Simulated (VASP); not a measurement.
Wanted: the native input for a VASP 6.6.1 run.

```
Task                   : relaxation of cell and atoms
Functional             : PBE
Potentials or basis    : VASP PAW PBE potentials, release 64 (Sc_sv, B, P)
Cutoff                 : 600 eV
k mesh                 : 4 × 6 × 4
Occupations            : gaussian, width 0.1 eV
Spin                   : no spin polarisation
Dipole correction      : no
Further INCAR settings : ALGO = Normal; EDIFF = 1e-07; IBRION = 2; EDIFFG = -0.04; NSW = 90; ISIF = 3
```

The structure of Sc2BP3 lies in POSCAR:

```
Sc2BP3
1.0
    3.9235823364      0.0000000000      0.0000000000
    0.0000000000      3.2995142828      0.0000000000
   -1.8898620235      0.0000000000      7.1165790881
Sc B P
2 1 3
Direct
    0.5169920342      0.5000000000      0.2475377359
    0.9825995479      0.0000000000      0.7489372929
    0.6084781786      0.0000000000      0.9870963200
    0.3890697759      0.5000000000      0.6132295519
    0.1175099509      0.0000000000      0.3960563747
    0.8853505125      0.5000000000      0.0071427247
```

The input as run:

INCAR

```
PREC = Accurate ; ENCUT = 600
EDIFF = 1E-7 ; ISMEAR = 0
SIGMA = 0.1 ; LREAL = False
LASPH = True ; NELM = 100
ALGO = Normal ; ISIF = 3
LWAVE = False ; LCHARG = False
GGA = PE ; IBRION = 2
NSW = 90 ; EDIFFG = -0.04
```

KPOINTS

```
regular mesh
0
Gamma
  4 6 4
```

Potentials or basis: VASP PAW PBE potentials, release 64 (Sc_sv, B, P).

Launch:

```sh
$ cat potpaw_PBE.64/Sc_sv/POTCAR potpaw_PBE.64/B/POTCAR potpaw_PBE.64/P/POTCAR > POTCAR
$ mpirun -np 1 vasp_std > vasp.out
```

Results of the run:

```
Relaxed volume                         : 15.43 Å³/atom
Relaxed cell                           : a = 4.044 Å, b = 3.294 Å, c = 7.246 Å, α = 90.00°, β = 106.43°, γ = 90.00°
Space group after relaxing (to 0.05 Å) : Pm (No. 6)
Energy gained by relaxing              : 6.2 meV/atom
Ionic steps                            : 10
Pressure after relaxing                : 0.2 GPa
Largest force after relaxing           : 0.038 eV/Å
Band gap on the k mesh                 : zero (band 20 reaches 7.75 eV, above the bottom of band 21 at 6.71 eV)
```

Caveat: the k points lie up to 0.40 Å⁻¹ apart in the final cell.

Wall time 6.2 min on 1 thread of Intel(R) Xeon(R) 6975P-C (Granite Rapids) (shared host), peak memory 0.3 GiB.
